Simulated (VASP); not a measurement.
# Be (R-3m) in VASP: a series of runs

The runs below take Be through electric field gradients, with PBEsol.

Everything below comes from runs of VASP 6.6.1. Logs are shortened: lines on timing, memory, paths and dates and some standing lists are left out, and cuts for length are marked.

### Step 1. The cell of the first run

It takes space group R-3m (No. 166, trigonal). The conventional cell has a = 3.035 Å, b = 3.035 Å, c = 7.435 Å, α = 90.00°, β = 90.00°, γ = 120.00°. Be (site symmetry 3m) has 4 Be at 1.81 to 2.04 Å within 2.4 Å.

### Step 2. Electric field gradients, PBEsol (shortest bond scaled by 1.1)

Input file INCAR:

```
  PREC = Accurate
  ENCUT = 520
  EDIFF = 1E-8
  ISMEAR = -1
  SIGMA = 0.05
  LREAL = F
  LASPH = T
  NELM = 80
  ALGO = Normal
  ISIF = 2
  LWAVE = F
  LCHARG = F
  GGA = PS
  LEFG = T
  NBANDS = 9
```

Input file KPOINTS:

```
regular mesh
0
Gamma
  12 12 12
```

Input file POSCAR:

```
Be
1.0
    0.0000000000      2.1463250724      2.1463250724
    2.1463250724      0.0000000000      2.1463250724
    2.1463250724      2.1463250724      0.0000000000
Be
2
Direct
   -0.0875000000     -0.1375000000     -0.1375000000
    0.0875000000      0.1375000000      0.1375000000
```

Potentials or basis: VASP PAW PBE potentials, release 64 (Be).

Command:

```bash
> cat potpaw_PBE.64/Be/POTCAR > POTCAR
> mpirun -np 1 vasp_std > vasp.out
```

OUTCAR:

```text
PREC = Accurate
   ENCUT = 520
   EDIFF = 1E-8
   ISMEAR = -1
   LREAL = F
   LASPH = T
   NELM = 80
   ISIF = 2
   GGA = PS

 ion  position               nearest neighbor table
   1  0.913  0.862  0.862-   2 1.81   2 1.81   2 1.81   2 2.04
   2  0.087  0.138  0.138-   1 1.81   1 1.81   1 1.81   1 2.04

  LATTYP: Found a face centered cubic cell.
 ALAT       =     4.2926501448

  Lattice vectors:

 A1 = (   0.0000000000,   2.1463250724,   2.1463250724)
 A2 = (   2.1463250724,   0.0000000000,   2.1463250724)
 A3 = (   2.1463250724,   2.1463250724,   0.0000000000)

Analysis of symmetry for initial positions (statically):
=====================================================================
 Subroutine PRICEL returns:
 Original cell was already a primitive cell.

 Routine SETGRP: Setting up the symmetry group for a
 face centered cubic supercell.

 Subroutine GETGRP returns: Found 12 space group operations
 (whereof  4 operations were pure point group operations)
 out of a pool of 48 trial point group operations.

The static configuration has the point symmetry C_2h.
 The point group associated with its full space group is D_3d.

Analysis of symmetry for dynamics (positions and initial velocities):
=====================================================================
 Subroutine PRICEL returns:
 Original cell was already a primitive cell.

 Routine SETGRP: Setting up the symmetry group for a
 face centered cubic supercell.

 Subroutine GETGRP returns: Found 12 space group operations
 (whereof  4 operations were pure point group operations)
 out of a pool of 48 trial point group operations.

The dynamic configuration has the point symmetry C_2h.
 The point group associated with its full space group is D_3d.

 Subroutine INISYM returns: Found 12 space group operations
 (whereof  4 operations are pure point group operations),
 and found     1 'primitive' translations

----------------------------------------------------------------------------------------

                                     Primitive cell

  volume of cell :      19.7750

  direct lattice vectors                    reciprocal lattice vectors
     0.000000000  2.146325072  2.146325072    -0.232956324  0.232956324  0.232956324
     2.146325072  0.000000000  2.146325072     0.232956324 -0.232956324  0.232956324
     2.146325072  2.146325072  0.000000000     0.232956324  0.232956324 -0.232956324

  length of vectors
     3.035362027  3.035362027  3.035362027     0.403492190  0.403492190  0.403492190

  position of ions in fractional coordinates (direct lattice)
     0.912500000  0.862500000  0.862500000
     0.087500000  0.137500000  0.137500000

  ion indices of the primitive-cell ions
   primitive index   ion index
                 1           1
                 2           2

----------------------------------------------------------------------------------------

 KPOINTS: regular mesh

Automatic generation of k-mesh.
 Grid dimensions read from file:
 generate k-points for:   12   12   12

 Generating k-lattice:

  Cartesian coordinates                     Fractional coordinates (reciprocal lattice)
    -0.019413027  0.019413027  0.019413027     0.083333333  0.000000000  0.000000000
     0.019413027 -0.019413027  0.019413027     0.000000000  0.083333333  0.000000000
     0.019413027  0.019413027 -0.019413027     0.000000000  0.000000000  0.083333333

  Length of vectors
     0.033624349  0.033624349  0.033624349

  Shift w.r.t. Gamma in fractional coordinates (k-lattice)
     0.000000000  0.000000000  0.000000000

 Subroutine IBZKPT returns following result:
 ===========================================

 Found    189 irreducible k-points:

 Following reciprocal coordinates:
            Coordinates               Weight
  0.000000  0.000000  0.000000      1.000000
  0.083333  0.000000  0.000000      2.000000
  0.000000  0.083333  0.000000      6.000000
  0.166667  0.000000  0.000000      2.000000
  0.000000  0.166667  0.000000      6.000000
  0.250000  0.000000  0.000000      2.000000
[... 16 lines left out ...]
  0.083333  0.000000  0.333333      6.000000
  0.416667  0.083333  0.000000      6.000000
 [... further k-points ...]
   k-points           NKPTS =    189   k-points in BZ     NKDIM =    189   number of bands    NBANDS=      9
   number of dos      NEDOS =    301   number of ions     NIONS =      2
   total plane-waves  NPLWV =  13824
   dimension x,y,z NGX =    24 NGY =   24 NGZ =   24
   dimension x,y,z NGXF=    48 NGYF=   48 NGZF=   48
   ions per type =               2
   NGX,Y,Z   is equivalent  to a cutoff of  13.14, 13.14, 13.14 a.u.
   NGXF,Y,Z  is equivalent  to a cutoff of  26.29, 26.29, 26.29 a.u.
 SYSTEM =  unknown system
   PREC   = accura    normal or accurate (medium, high low for compatibility)
   ISTART =      0    job   : 0-new  1-cont  2-samecut
   ICHARG =      2    charge: 1-file 2-atom 10-const
   ISPIN  =      1    spin polarized calculation?
   LNONCOLLINEAR =      F non collinear calculations
   LSORBIT =      F    spin-orbit coupling
   LASPH  =      T    aspherical Exc in radial PAW
   ENCUT  =  520.0 eV  38.22 Ry    6.18 a.u.   5.64  5.64  5.64*2*pi/ulx,y,z
   NELM   =     80;   NELMIN=  2; NELMDL= -5     # of ELM steps
   EDIFF  = 0.1E-07   stopping-criterion for ELM
   LREAL  =      F    real-space projection
   EDIFFG = 0.1E-06   stopping-criterion for IOM
   NSW    =      0    number of steps for IOM
   IBRION =     -1    ionic relax: 0-MD 1-quasi-New 2-CG
   NFREE  =      0    steps in history (QN), initial steepest desc. (CG)
   ISIF   =      2    stress and relaxation
   ISYM   =      2    0-nonsym 1-usesym 2-fastsym
   POTIM  = 0.5000    time-step for ionic-motion
   TEBEG  =    0.0;   TEEND  =   0.0 temperature during run
   PSTRESS=    0.0 pullay stress
   NELECT =       4.0000    total number of electrons
   NUPDOWN=      -1.0000    fix difference up-down
   EMIN   =  10.00;   EMAX   =-10.00  energy-range for DOS
   EFERMI =   0.00;   METHOD = LEGACY
   ISMEAR =    -1;   SIGMA  =   0.05  broadening in eV -4-tet -1-fermi 0-gaus
   EFERMI_NEDOS =   21; number of points for ismear=-14 and -15
   IALGO  =     38    algorithm
   IMIX   =      4    mixing-type and parameters
     AMIX     =   0.40;   BMIX     =  1.00
     AMIX_MAG =   1.60;   BMIX_MAG =  1.00
  volume/ion in A,a.u.               =       9.89        66.72
  Fermi-wavevector in a.u.,A,eV,Ry     =   0.960998  1.816024 12.565224  0.923518
  Thomas-Fermi vector in A             =   2.090332
   LORBIT       =      0    0 simple, 1 ext, 2 COOP (PROOUT), +10 PAW based schemes
   GGA     = PS    functional components
   LHFCALC =     F    Hartree Fock is set to
   AEXX    =    0.0000 exact exchange contribution
   IVDW    =     0    specifies the selected vdW correction
   LEPSILON=     F    determine dielectric tensor
   LRPA    =     F    only Hartree local field effects (RPA)
 non-spin polarized calculation
  energy-cutoff  :      520.00
  volume of cell :       19.77
 maximum number of plane-waves:       547
   NGX = 11   NGY = 11   NGZ = 11

 number of electron       4.0000000 magnetization

 Free energy of the ion-electron system (eV)
  ---------------------------------------------------
  ext. energy  EPLUGINS =         0.00000000
  ---------------------------------------------------
  free energy    TOTEN  =        -3.77151002 eV

  energy without entropy =       -3.76386563  energy(sigma->0) =       -3.76768783

 E-fermi :   4.2307     XC(G=0):  -9.7906

 val. band max:        4.1922239755   @ k =   0.4167   0.2500   0.0000
 cond. band min:       4.2365350781   @ k =   0.3333   0.0833   0.0000
 fundamental gap:      0.0443111026
 Fermi energy:         4.2307299200

 k-point     1 :       0.0000    0.0000    0.0000
  band No.  band energies     occupation
      1      -4.8452      2.00000
      2       9.8014      0.00000
      3       9.8014      0.00000
      4      12.2262      0.00000
      5      12.3448      0.00000
      6      13.9386      0.00000
      7      13.9386      0.00000
      8      23.0708      0.00000
      9      23.4052      0.00000
[... 265 lines left out ...]
 k-point    24 :       0.4167    0.0833    0.0000
  band No.  band energies     occupation
      1      -1.9561      2.00000
      2       2.3251      2.00000
      3       7.4884      0.00000
      4       7.9314      0.00000
      5      13.9250      0.00000
      6      15.3579      0.00000
      7      18.3879      0.00000
      8      19.6723      0.00000
      9      23.8198      0.00000

 [... further k-points ...]

------------------------ aborting loop because EDIFF is reached ----------------------------------------

  FORCE on cell =-STRESS in cart. coord.  units (eV):
  Direction    XX          YY          ZZ          XY          YZ          ZX
  --------------------------------------------------------------------------------------
  -------------------------------------------------------------------------------------
  Total        4.2212065      4.2212065      4.2212065      1.8368090     -1.8368090      1.8368090
  in kB      342.0036094    342.0036094    342.0036094    148.8188976   -148.8188976    148.8188976
  external PRESSURE =     342.0036094 kB  Pullay stress =       0.0000000 kB

 VOLUME and BASIS-vectors are now :
 -----------------------------------------------------------------------------
  energy-cutoff  :      520.00
  volume of cell :       19.77
      direct lattice vectors                 reciprocal lattice vectors
     0.000000000  2.146325072  2.146325072    -0.232956324  0.232956324  0.232956324
     2.146325072  0.000000000  2.146325072     0.232956324 -0.232956324  0.232956324
     2.146325072  2.146325072  0.000000000     0.232956324  0.232956324 -0.232956324

 POSITION                                       TOTAL-FORCE (eV/Angst)
 -----------------------------------------------------------------------------------
      3.70241      3.80973      3.80973         0.674196     -0.674196     -0.674196
      0.59024      0.48292      0.48292        -0.674196      0.674196      0.674196
 -----------------------------------------------------------------------------------
    total drift:                               -0.000000     -0.000000      0.000000

  FREE ENERGIE OF THE ION-ELECTRON SYSTEM (eV)
  ---------------------------------------------------
  free  energy   TOTEN  =        -3.7715100242 eV

  energy  without entropy=       -3.7638656272  energy(sigma->0) =       -3.76768783

 Electric field gradients (V/A^2)
---------------------------------------------------------------------
 ion       V_xx      V_yy      V_zz      V_xy      V_xz      V_yz
---------------------------------------------------------------------
   1      -0.000     0.000     0.000    -0.631    -0.631     0.631
   2      -0.000     0.000     0.000    -0.631    -0.631     0.631
---------------------------------------------------------------------

 Electric field gradients after diagonalization (V/A^2)
 (convention: |V_zz| > |V_xx| > |V_yy|)
----------------------------------------------------------------------
 ion       V_xx      V_yy      V_zz     asymmetry (V_yy - V_xx)/ V_zz
----------------------------------------------------------------------
   1      -0.631    -0.631     1.262       0.000
   2      -0.631    -0.631     1.262       0.000
----------------------------------------------------------------------

           NMR quadrupolar parameters

 Cq : quadrupolar parameter    Cq=e*Q*V_zz/h
 eta: asymmetry parameters     (V_yy - V_xx)/ V_zz
 Q  : nuclear electric quadrupole moment in mb (millibarn)
----------------------------------------------------------------------
 ion       Cq(MHz)       eta       Q (mb)
----------------------------------------------------------------------
   1       0.003       0.000       1.000
   2       0.003       0.000       1.000
----------------------------------------------------------------------
```

Run time: 31 s. Hardware: 1 thread of Intel Xeon 8259CL, shared host; peak memory 0.15 GiB.

Results:

* Free energy: -3.7715 eV
* Pressure: 34.2 GPa
* Largest force: 1.168 eV/Å
* Band gap on the k mesh: zero (bands 2 and 3 overlap by 7.49 eV)
* Largest electric field gradient by atom: Be +1.3 V/Å²

Forces in eV/Å, atoms in the order of the input:
```
Be   0.674 -0.674 -0.674
Be  -0.674  0.674  0.674
```

Stress tensor (GPa, compression positive):
```
 34.20  14.88  14.88
 14.88  34.20 -14.88
 14.88 -14.88  34.20
```

Levels at points of the mesh, in eV from the Fermi level:
| k point | band 1 | band 2 | band 3 | band 4 | band 5 |
| --- | --- | --- | --- | --- | --- |
| (0.00, 0.00, 0.00) | -9.08 | 5.57 | 5.57 | 8.00 | 8.11 |
| (0.50, 0.00, 0.00) | -5.01 | -3.73 | 3.75 | 3.75 | 10.03 |
| (0.00, 0.50, 0.00) | -5.05 | -3.93 | 3.25 | 4.83 | 9.35 |
| (0.50, 0.50, 0.00) | -3.13 | -2.64 | 0.45 | 0.94 | 7.71 |

Electric field gradients, principal values (V/Å²):
```tsv
atom	least	middle	greatest (by size)
1 Be	-0.631	-0.631	1.262
2 Be	-0.631	-0.631	1.262
```

Caveat: the cell differs from its parent crystal (shortest bond scaled by 1.1); the cell stands under pressure; without QUAD_EFG the Cq values of the log hold for a quadrupole moment of 1 mb, not for the nuclei; the PAW data sets were made with another functional, which shifts forces and pressure a little.

### Step 3. Electric field gradients, PBEsol (shortest bond scaled by 0.58)

Input file INCAR:

```
PREC = Accurate ; ENCUT = 520
EDIFF = 1E-8 ; ISMEAR = -1
SIGMA = 0.05 ; LREAL = False
LASPH = True ; NELM = 60
ALGO = Normal ; ISIF = 2
LWAVE = False ; LCHARG = False
GGA = PS ; LEFG = True
NBANDS = 9
```

KPOINTS is that of step 2.

Input file POSCAR:

```
Be
1.0
    0.0000000000      2.1463250724      2.1463250724
    2.1463250724      0.0000000000      2.1463250724
    2.1463250724      2.1463250724      0.0000000000
Be
2
Direct
   -0.2825000000     -0.0725000000     -0.0725000000
    0.2825000000      0.0725000000      0.0725000000
```

Potentials or basis: VASP PAW PBE potentials, release 64 (Be).

Command:

```bash
> cat potpaw_PBE.64/Be/POTCAR > POTCAR
> mpirun -np 1 vasp_std > vasp.out
```

OUTCAR:

```text
PREC = Accurate
   ENCUT = 520
   EDIFF = 1E-8
   ISMEAR = -1
   LREAL = False
   LASPH = True
   NELM = 60
   ISIF = 2
   GGA = PS

 ion  position               nearest neighbor table
   1  0.718  0.928  0.928-   2 1.08   2 2.24   2 2.24   2 2.24
   2  0.282  0.072  0.072-   1 1.08   1 2.24   1 2.24   1 2.24

 -----------------------------------------------------------------------------
|                                                                             |
|           W    W    AA    RRRRR   N    N  II  N    N   GGGG   !!!           |
|           W    W   A  A   R    R  NN   N  II  NN   N  G    G  !!!           |
|           W    W  A    A  R    R  N N  N  II  N N  N  G       !!!           |
[... 524 lines left out ...]
---------------------------------------------------------------------
 ion       V_xx      V_yy      V_zz      V_xy      V_xz      V_yz
---------------------------------------------------------------------
   1       0.000    -0.000    -0.000   -20.895   -20.895    20.895
   2       0.000    -0.000    -0.000   -20.895   -20.895    20.895
---------------------------------------------------------------------

 Electric field gradients after diagonalization (V/A^2)
 (convention: |V_zz| > |V_xx| > |V_yy|)
----------------------------------------------------------------------
 ion       V_xx      V_yy      V_zz     asymmetry (V_yy - V_xx)/ V_zz
----------------------------------------------------------------------
   1     -20.895   -20.895    41.790       0.000
   2     -20.895   -20.895    41.790       0.000
----------------------------------------------------------------------

           NMR quadrupolar parameters

 Cq : quadrupolar parameter    Cq=e*Q*V_zz/h
 eta: asymmetry parameters     (V_yy - V_xx)/ V_zz
 Q  : nuclear electric quadrupole moment in mb (millibarn)
----------------------------------------------------------------------
 ion       Cq(MHz)       eta       Q (mb)
----------------------------------------------------------------------
   1       0.101       0.000       1.000
   2       0.101       0.000       1.000
----------------------------------------------------------------------
```

stdout:

```text
POSCAR found type information on POSCAR Be
 POSCAR found :  1 types and       2 ions
 scaLAPACK will be used
 -----------------------------------------------------------------------------
|                                                                             |
|                                                                             |
|     You enforced a specific xc type in the INCAR file but a different       |
|     I HOPE YOU KNOW WHAT YOU ARE DOING!                                     |
[... 17 lines left out ...]
 -----------------------------------------------------------------------------

 POSCAR, INCAR and KPOINTS ok, starting setup
 FFT: planning ... GRIDC
 FFT: planning ... GRID_SOFT
 FFT: planning ... GRID
 WAVECAR not read
 entering main loop
ion   1

ion   2
```

Wall time 37 s (1 thread of Intel Xeon 8259CL, shared host); peak memory 0.15 GiB.

Results:

```
Free energy                             : 5.4647 eV
Pressure                                : 77.4 GPa
Largest force                           : 33.993 eV/Å
Band gap on the k mesh                  : zero (bands 2 and 3 overlap by 4.17 eV)
Largest electric field gradient by atom : Be +41.8 V/Å²
```

Forces on the atoms (eV/Å):
```
Be  -19.626  19.626  19.626
Be   19.626 -19.626 -19.626
```

Stress tensor (GPa, compression positive):
```
 77.35 -97.90 -97.90
-97.90  77.35  97.90
-97.90  97.90  77.35
```

Levels at points of the mesh, in eV from the Fermi level:
```csv
k point,band 1,band 2,band 3,band 4,band 5
"(0.00, 0.00, 0.00)",-8.73,3.16,4.23,4.23,10.37
"(0.50, 0.00, 0.00)",-4.38,-4.08,2.22,2.22,12.08
"(0.00, 0.50, 0.00)",-5.48,-3.15,2.94,3.73,7.93
"(0.50, 0.50, 0.00)",-3.98,-1.48,-0.16,1.68,4.73
```

Electric field gradients, principal values (V/Å²):
```
atom    least   middle  greatest (by size)
1 Be  -20.895  -20.895              41.790
2 Be  -20.895  -20.895              41.790
```

Caveat: the cell differs from its parent crystal (shortest bond scaled by 0.58); atoms lie so close that the PAW spheres overlap strongly, which falsifies energies and pressures; the cell stands under pressure; without QUAD_EFG the Cq values of the log hold for a quadrupole moment of 1 mb, not for the nuclei; the PAW data sets were made with another functional, which shifts forces and pressure a little.

The gap in the log of VASP goes by the Fermi energy; the results here count the filled bands.